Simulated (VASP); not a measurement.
# Ir (Fm-3m) in VASP: notebook

The runs below take Ir through single point, relaxation of cell and atoms, with PBE.

Everything below comes from runs of VASP 6.6.1. Logs are shortened: lines on timing, memory, paths and dates and some standing lists are left out, and cuts for length are marked.

### Step 1. The cell of the first run

The structure is cubic, space group Fm-3m (No. 225). The conventional cell has a = 3.871 Å, b = 3.871 Å, c = 3.871 Å, α = 90.00°, β = 90.00°, γ = 90.00°. Within 3.6 Å of Ir (site symmetry m-3m) lie 12 Ir at 2.74 Å.

### Step 2. Single point, PBE

Input file INCAR:

```
PREC = Accurate
ENCUT = 520
EDIFF = 1E-6
ISMEAR = -1
SIGMA = 0.1
LREAL = False
LASPH = True
NELM = 60
ALGO = Normal
ISIF = 2
LWAVE = False
LCHARG = True
GGA = PE
LELF = True
LVHAR = True
NBANDS = 10
```

Input file KPOINTS:

```
regular mesh
0
Gamma
  18 18 18
```

Input file POSCAR:

```
Ir
1.0
    0.0000000000      1.9356832712      1.9356832712
    1.9356832712      0.0000000000      1.9356832712
    1.9356832712      1.9356832712      0.0000000000
Ir
1
Direct
    0.0000000000      0.0000000000      0.0000000000
```

Potentials or basis: VASP PAW PBE potentials, release 64 (Ir).

Started as:

```console
cat potpaw_PBE.64/Ir/POTCAR > POTCAR
mpirun -np 1 vasp_std > vasp.out
```

OUTCAR:

```text
PREC = Accurate
   ENCUT = 520
   EDIFF = 1E-6
   ISMEAR = -1
   LREAL = False
   LASPH = True
   NELM = 60
   ISIF = 2
   GGA = PE

 ion  position               nearest neighbor table
   1  0.000  0.000  0.000-

  LATTYP: Found a face centered cubic cell.
 ALAT       =     3.8713665424

  Lattice vectors:

 A1 = (   0.0000000000,   1.9356832712,   1.9356832712)
 A2 = (   1.9356832712,   0.0000000000,   1.9356832712)
 A3 = (   1.9356832712,   1.9356832712,   0.0000000000)

Analysis of symmetry for initial positions (statically):
=====================================================================
 Subroutine PRICEL returns:
 Original cell was already a primitive cell.

 Routine SETGRP: Setting up the symmetry group for a
 face centered cubic supercell.

 Subroutine GETGRP returns: Found 48 space group operations
 (whereof 48 operations were pure point group operations)
 out of a pool of 48 trial point group operations.

The static configuration has the point symmetry O_h .

Analysis of symmetry for dynamics (positions and initial velocities):
=====================================================================
 Subroutine PRICEL returns:
 Original cell was already a primitive cell.

 Routine SETGRP: Setting up the symmetry group for a
 face centered cubic supercell.

 Subroutine GETGRP returns: Found 48 space group operations
 (whereof 48 operations were pure point group operations)
 out of a pool of 48 trial point group operations.

The dynamic configuration has the point symmetry O_h .

 Subroutine INISYM returns: Found 48 space group operations
 (whereof 48 operations are pure point group operations),
 and found     1 'primitive' translations

----------------------------------------------------------------------------------------

                                     Primitive cell

  volume of cell :      14.5055

  direct lattice vectors                    reciprocal lattice vectors
     0.000000000  1.935683271  1.935683271    -0.258306722  0.258306722  0.258306722
     1.935683271  0.000000000  1.935683271     0.258306722 -0.258306722  0.258306722
     1.935683271  1.935683271  0.000000000     0.258306722  0.258306722 -0.258306722

  length of vectors
     2.737469535  2.737469535  2.737469535     0.447400366  0.447400366  0.447400366

  position of ions in fractional coordinates (direct lattice)
     0.000000000  0.000000000  0.000000000

  ion indices of the primitive-cell ions
   primitive index   ion index
                 1           1

----------------------------------------------------------------------------------------

 KPOINTS: regular mesh

Automatic generation of k-mesh.
 Grid dimensions read from file:
 generate k-points for:   18   18   18

 Generating k-lattice:

  Cartesian coordinates                     Fractional coordinates (reciprocal lattice)
    -0.014350373  0.014350373  0.014350373     0.055555556  0.000000000  0.000000000
     0.014350373 -0.014350373  0.014350373     0.000000000  0.055555556  0.000000000
     0.014350373  0.014350373 -0.014350373     0.000000000  0.000000000  0.055555556

  Length of vectors
     0.024855576  0.024855576  0.024855576

  Shift w.r.t. Gamma in fractional coordinates (k-lattice)
     0.000000000  0.000000000  0.000000000

 Subroutine IBZKPT returns following result:
 ===========================================

 Found    195 irreducible k-points:

 Following reciprocal coordinates:
            Coordinates               Weight
  0.000000  0.000000  0.000000      1.000000
  0.055556  0.000000  0.000000      8.000000
  0.111111  0.000000  0.000000      8.000000
  0.166667  0.000000  0.000000      8.000000
  0.222222  0.000000  0.000000      8.000000
  0.277778  0.000000  0.000000      8.000000
[... 16 lines left out ...]
 -0.277778  0.055556  0.000000     24.000000
 -0.222222  0.055556  0.000000     24.000000
 [... further k-points ...]
   k-points           NKPTS =    195   k-points in BZ     NKDIM =    195   number of bands    NBANDS=     10
   number of dos      NEDOS =    301   number of ions     NIONS =      1
   total plane-waves  NPLWV =   8000
   dimension x,y,z NGX =    20 NGY =   20 NGZ =   20
   dimension x,y,z NGXF=    40 NGYF=   40 NGZF=   40
   ions per type =               1
   NGX,Y,Z   is equivalent  to a cutoff of  12.15, 12.15, 12.15 a.u.
   NGXF,Y,Z  is equivalent  to a cutoff of  24.29, 24.29, 24.29 a.u.
 SYSTEM =  unknown system
   PREC   = accura    normal or accurate (medium, high low for compatibility)
   ISTART =      0    job   : 0-new  1-cont  2-samecut
   ICHARG =      2    charge: 1-file 2-atom 10-const
   ISPIN  =      1    spin polarized calculation?
   LNONCOLLINEAR =      F non collinear calculations
   LSORBIT =      F    spin-orbit coupling
   LASPH  =      T    aspherical Exc in radial PAW
   ENCUT  =  520.0 eV  38.22 Ry    6.18 a.u.   5.09  5.09  5.09*2*pi/ulx,y,z
   NELM   =     60;   NELMIN=  2; NELMDL= -5     # of ELM steps
   EDIFF  = 0.1E-05   stopping-criterion for ELM
   LREAL  =      F    real-space projection
   EDIFFG = 0.1E-04   stopping-criterion for IOM
   NSW    =      0    number of steps for IOM
   IBRION =     -1    ionic relax: 0-MD 1-quasi-New 2-CG
   NFREE  =      0    steps in history (QN), initial steepest desc. (CG)
   ISIF   =      2    stress and relaxation
   ISYM   =      2    0-nonsym 1-usesym 2-fastsym
   POTIM  = 0.5000    time-step for ionic-motion
   TEBEG  =    0.0;   TEEND  =   0.0 temperature during run
   PSTRESS=    0.0 pullay stress
   NELECT =       9.0000    total number of electrons
   NUPDOWN=      -1.0000    fix difference up-down
   EMIN   =  10.00;   EMAX   =-10.00  energy-range for DOS
   EFERMI =   0.00;   METHOD = LEGACY
   ISMEAR =    -1;   SIGMA  =   0.10  broadening in eV -4-tet -1-fermi 0-gaus
   EFERMI_NEDOS =   21; number of points for ismear=-14 and -15
   IALGO  =     38    algorithm
   IMIX   =      4    mixing-type and parameters
     AMIX     =   0.40;   BMIX     =  1.00
     AMIX_MAG =   1.60;   BMIX_MAG =  1.00
  volume/ion in A,a.u.               =      14.51        97.89
  Fermi-wavevector in a.u.,A,eV,Ry     =   1.396298  2.638620 26.526563  1.949647
  Thomas-Fermi vector in A             =   2.519666
   LORBIT       =      0    0 simple, 1 ext, 2 COOP (PROOUT), +10 PAW based schemes
   GGA     = PE    functional components
   LHFCALC =     F    Hartree Fock is set to
   AEXX    =    0.0000 exact exchange contribution
   IVDW    =     0    specifies the selected vdW correction
   LEPSILON=     F    determine dielectric tensor
   LRPA    =     F    only Hartree local field effects (RPA)
 non-spin polarized calculation
  energy-cutoff  :      520.00
  volume of cell :       14.51
 maximum number of plane-waves:       397
   NGX = 11   NGY = 11   NGZ = 11

 number of electron       9.0000000 magnetization

 Free energy of the ion-electron system (eV)
  ---------------------------------------------------
  ext. energy  EPLUGINS =         0.00000000
  ---------------------------------------------------
  free energy    TOTEN  =        -8.86755077 eV

  energy without entropy =       -8.83629871  energy(sigma->0) =       -8.85192474

 E-fermi :   9.9790     XC(G=0): -13.8393

 val. band max:        9.9691838021   @ k =  -0.3333   0.2778   0.0556
 cond. band min:       9.9827614435   @ k =   0.5000   0.3889   0.0556
 fundamental gap:      0.0135776414
 Fermi energy:         9.9789959831

 k-point     1 :       0.0000    0.0000    0.0000
  band No.  band energies     occupation
      1      -0.8745      2.00000
      2       6.2382      2.00000
      3       6.2382      2.00000
      4       6.2382      2.00000
      5       8.8215      1.99998
      6       8.8215      1.99998
      7      24.3496      0.00000
      8      29.7869      0.00000
      9      29.7869      0.00000
     10      29.7869      0.00000

 k-point     2 :       0.0556    0.0000    0.0000
  band No.  band energies     occupation
      1      -0.7406      2.00000
      2       6.1674      2.00000
      3       6.2961      2.00000
      4       6.2961      2.00000
      5       8.7845      1.99999
      6       8.7845      1.99999
      7      24.5789      0.00000
      8      29.0490      0.00000
      9      30.0047      0.00000
     10      30.0047      0.00000

 k-point     3 :       0.1111    0.0000    0.0000
  band No.  band energies     occupation
      1      -0.3519      2.00000
      2       5.9854      2.00000
      3       6.4479      2.00000
      4       6.4479      2.00000
      5       8.7041      1.99999
      6       8.7041      1.99999
      7      25.2083      0.00000
      8      27.5989      0.00000
      9      30.6374      0.00000
     10      30.6374      0.00000

 k-point     4 :       0.1667    0.0000    0.0000
  band No.  band energies     occupation
      1       0.2454      2.00000
      2       5.7782      2.00000
      3       6.6183      2.00000
      4       6.6183      2.00000
      5       8.6748      2.00000
      6       8.6748      2.00000
      7      25.8831      0.00000
      8      26.1986      0.00000
      9      31.6229      0.00000
     10      31.6229      0.00000
[... 222 lines left out ...]
 k-point    22 :      -0.3333    0.0556    0.0000
  band No.  band energies     occupation
      1       2.1682      2.00000
      2       6.3300      2.00000
      3       6.4654      2.00000
      4       6.7260      2.00000
      5       9.6159      1.94840
      6      10.4807      0.01317
      7      20.4882      0.00000
      8      25.2679      0.00000
      9      30.4113      0.00000
     10      32.4664      0.00000

 k-point    23 :      -0.2778    0.0556    0.0000
  band No.  band energies     occupation
      1       1.8718      2.00000
      2       5.9195      2.00000
      3       6.5373      2.00000
      4       6.6407      2.00000
      5       9.0173      1.99987
      6       9.8942      1.40044
      7      22.3445      0.00000
      8      26.1949      0.00000
      9      31.4183      0.00000
     10      33.5660      0.00000

 k-point    24 :      -0.2222    0.0556    0.0000
  band No.  band energies     occupation
      1       1.2967      2.00000
      2       5.5938      2.00000
      3       6.6791      2.00000
      4       6.7682      2.00000
      5       8.5510      2.00000
      6       9.3745      1.99527
      7      24.0288      0.00000
      8      26.8033      0.00000
      9      31.7573      0.00000
     10      32.9958      0.00000

 [... further k-points ...]

------------------------ aborting loop because EDIFF is reached ----------------------------------------

  FORCE on cell =-STRESS in cart. coord.  units (eV):
  Direction    XX          YY          ZZ          XY          YZ          ZX
  --------------------------------------------------------------------------------------
  -------------------------------------------------------------------------------------
  Total        0.0482963      0.0482963      0.0482963      0.0000000     -0.0000000      0.0000000
  in kB        5.3344720      5.3344720      5.3344720      0.0000000     -0.0000000      0.0000000
  external PRESSURE =       5.3344720 kB  Pullay stress =       0.0000000 kB

 VOLUME and BASIS-vectors are now :
 -----------------------------------------------------------------------------
  energy-cutoff  :      520.00
  volume of cell :       14.51
      direct lattice vectors                 reciprocal lattice vectors
     0.000000000  1.935683271  1.935683271    -0.258306722  0.258306722  0.258306722
     1.935683271  0.000000000  1.935683271     0.258306722 -0.258306722  0.258306722
     1.935683271  1.935683271  0.000000000     0.258306722  0.258306722 -0.258306722

 POSITION                                       TOTAL-FORCE (eV/Angst)
 -----------------------------------------------------------------------------------
      0.00000      0.00000      0.00000         0.000000     -0.000000     -0.000000
 -----------------------------------------------------------------------------------
    total drift:                                0.000000      0.000000     -0.000000

  FREE ENERGIE OF THE ION-ELECTRON SYSTEM (eV)
  ---------------------------------------------------
  free  energy   TOTEN  =        -8.8675507714 eV

  energy  without entropy=       -8.8362987055  energy(sigma->0) =       -8.85192474
```

Wall time 9.2 s (1 thread of Intel Xeon 6975P-C (Granite Rapids), shared host); peak memory 0.14 GiB.

What came out:

```yaml
Free_energy: -8.8676 eV
Pressure: 0.5 GPa
```

Caveat: spin-orbit coupling is left out, which moves the levels of the heavy elements.

### Step 3. Relaxation of cell and atoms, PBE

Input file INCAR:

```
PREC = Accurate
ENCUT = 600
EDIFF = 1E-6
ISMEAR = -1
SIGMA = 0.1
LREAL = F
LASPH = T
NELM = 60
ALGO = Normal
ISIF = 3
LWAVE = F
LCHARG = F
GGA = PE
IBRION = 2
NSW = 60
EDIFFG = -0.03
```

Input file KPOINTS:

```
Automatic mesh
0
Gamma
  18 18 18
```

POSCAR is that of step 2.

Potentials or basis: VASP PAW PBE potentials, release 64 (Ir).

Started as:

```console
cat potpaw_PBE.64/Ir/POTCAR > POTCAR
mpirun -np 1 vasp_std > vasp.out
```

OUTCAR:

```text
PREC = Accurate
   ENCUT = 600
   EDIFF = 1E-6
   ISMEAR = -1
   LREAL = F
   LASPH = T
   NELM = 60
   ISIF = 3
   GGA = PE
   IBRION = 2
   NSW = 60
   EDIFFG = -0.03

 ion  position               nearest neighbor table
   1  0.000  0.000  0.000-

  LATTYP: Found a face centered cubic cell.
 ALAT       =     3.8713665424

  Lattice vectors:

 A1 = (   0.0000000000,   1.9356832712,   1.9356832712)
 A2 = (   1.9356832712,   0.0000000000,   1.9356832712)
 A3 = (   1.9356832712,   1.9356832712,   0.0000000000)

Analysis of symmetry for initial positions (statically):
=====================================================================
 Subroutine PRICEL returns:
 Original cell was already a primitive cell.

 Routine SETGRP: Setting up the symmetry group for a
 face centered cubic supercell.

 Subroutine GETGRP returns: Found 48 space group operations
 (whereof 48 operations were pure point group operations)
 out of a pool of 48 trial point group operations.

The static configuration has the point symmetry O_h .

Analysis of symmetry for dynamics (positions and initial velocities):
=====================================================================
 Subroutine PRICEL returns:
 Original cell was already a primitive cell.

 Routine SETGRP: Setting up the symmetry group for a
 face centered cubic supercell.

 Subroutine GETGRP returns: Found 48 space group operations
 (whereof 48 operations were pure point group operations)
 out of a pool of 48 trial point group operations.

The dynamic configuration has the point symmetry O_h .

 Subroutine INISYM returns: Found 48 space group operations
 (whereof 48 operations are pure point group operations),
 and found     1 'primitive' translations

----------------------------------------------------------------------------------------

                                     Primitive cell

[... 115 lines left out ...]
   AEXX    =    0.0000 exact exchange contribution
   IVDW    =     0    specifies the selected vdW correction
   LEPSILON=     F    determine dielectric tensor
   LRPA    =     F    only Hartree local field effects (RPA)
 conjugate gradient relaxation of ions
 non-spin polarized calculation
  energy-cutoff  :      600.00
  volume of cell :       14.51
 maximum number of plane-waves:       531
 NGX is ok and might be reduce to    24
   NGX = 11   NGY = 11   NGZ = 11

--------------------------------------- Ionic step        1  -------------------------------------------

 number of electron       9.0000000 magnetization

 Free energy of the ion-electron system (eV)
  ---------------------------------------------------
  ext. energy  EPLUGINS =         0.00000000
  ---------------------------------------------------
  free energy    TOTEN  =        -8.86775879 eV

  energy without entropy =       -8.83650652  energy(sigma->0) =       -8.85213266

------------------------ aborting loop because EDIFF is reached ----------------------------------------

  FORCE on cell =-STRESS in cart. coord.  units (eV):
  Direction    XX          YY          ZZ          XY          YZ          ZX
  --------------------------------------------------------------------------------------
  -------------------------------------------------------------------------------------
  Total        0.0565984      0.0565984      0.0565984     -0.0000000      0.0000000      0.0000000
  in kB        6.2514625      6.2514625      6.2514625     -0.0000000      0.0000000      0.0000000
  external PRESSURE =       6.2514625 kB  Pullay stress =       0.0000000 kB
[... 57 lines left out ...]
--------------------------------------- Ionic step        3  -------------------------------------------

 number of electron       9.0000000 magnetization

 Free energy of the ion-electron system (eV)
  ---------------------------------------------------
  ext. energy  EPLUGINS =         0.00000000
  ---------------------------------------------------
  free energy    TOTEN  =        -8.86780596 eV

  energy without entropy =       -8.83646254  energy(sigma->0) =       -8.85213425

 E-fermi :   9.9493     XC(G=0): -13.8290

 val. band max:        9.9397362265   @ k =  -0.3333   0.2778   0.0556
 cond. band min:       9.9533151770   @ k =   0.5000   0.3889   0.0556
 fundamental gap:      0.0135789504
 Fermi energy:         9.9493462716

 k-point     1 :       0.0000    0.0000    0.0000
  band No.  band energies     occupation
      1      -0.8856      2.00000
      2       6.2188      2.00000
      3       6.2188      2.00000
      4       6.2188      2.00000
      5       8.7949      1.99998
      6       8.7949      1.99998
      7      24.3235      0.00000
      8      29.7506      0.00000
[... 243 lines left out ...]
 k-point    24 :      -0.2222    0.0556    0.0000
  band No.  band energies     occupation
      1       1.2826      2.00000
      2       5.5758      2.00000
      3       6.6587      2.00000
      4       6.7476      2.00000
      5       8.5256      2.00000
      6       9.3467      1.99519
      7      23.9910      0.00000
      8      26.7652      0.00000

 [... further k-points ...]
[... 5 lines left out ...]
  --------------------------------------------------------------------------------------
  -------------------------------------------------------------------------------------
  Total        0.0006884      0.0006884      0.0006884      0.0000000      0.0000000     -0.0000000
  in kB        0.0759031      0.0759031      0.0759031      0.0000000      0.0000000     -0.0000000
  external PRESSURE =       0.0759031 kB  Pullay stress =       0.0000000 kB
[... 16 lines left out ...]
  FREE ENERGIE OF THE ION-ELECTRON SYSTEM (eV)
  ---------------------------------------------------
  free  energy   TOTEN  =        -8.8678059594 eV

  energy  without entropy=       -8.8364625394  energy(sigma->0) =       -8.85213425

 reached required accuracy - stopping structural energy minimisation
```

CONTCAR:

```text
Ir
   1.00000000000000
    -0.0000000000000000    1.9367956517902505    1.9367956517902505
     1.9367956517902505   -0.0000000000000000    1.9367956517902505
     1.9367956517902505    1.9367956517902505   -0.0000000000000000
  Ir
     1
Direct
     0.0000000000000000    0.0000000000000000    0.0000000000000000

  0.00000000E+00  0.00000000E+00  0.00000000E+00
```

Wall time 17 s (1 thread of Intel Xeon 6975P-C (Granite Rapids), shared host); peak memory 0.17 GiB.

Results:

- Free energy: -8.8678 eV
- Relaxed volume: 14.53 Å³/atom
- Relaxed cell: a = 2.739 Å, b = 2.739 Å, c = 2.739 Å, α = 60.00°, β = 60.00°, γ = 60.00°
- Space group after relaxing (to 0.05 Å): Fm-3m (No. 225)
- Energy gained by relaxing: 0.0 meV/atom
- Ionic steps: 3
- Pressure after relaxing: 0.0 GPa

Final structure:
```xyz
1
Lattice="0.0000 1.9368 1.9368 1.9368 0.0000 1.9368 1.9368 1.9368 0.0000" Properties=species:S:1:pos:R:3 pbc="T T T"
Ir    0.0000    0.0000    0.0000
```

Levels at points of the mesh, in eV from the Fermi level:
```csv
k point,band 2,band 3,band 4,band 5,band 6,band 7
"(0.00, 0.00, 0.00)",-3.73,-3.73,-3.73,-1.15,-1.15,14.37
"(0.50, 0.00, 0.00)",-3.83,-3.83,-0.69,0.85,0.85,6.99
"(0.50, 0.50, 0.00)",-7.05,0.82,1.40,1.40,1.70,10.15
```

Caveat: spin-orbit coupling is left out, which moves the levels of the heavy elements.
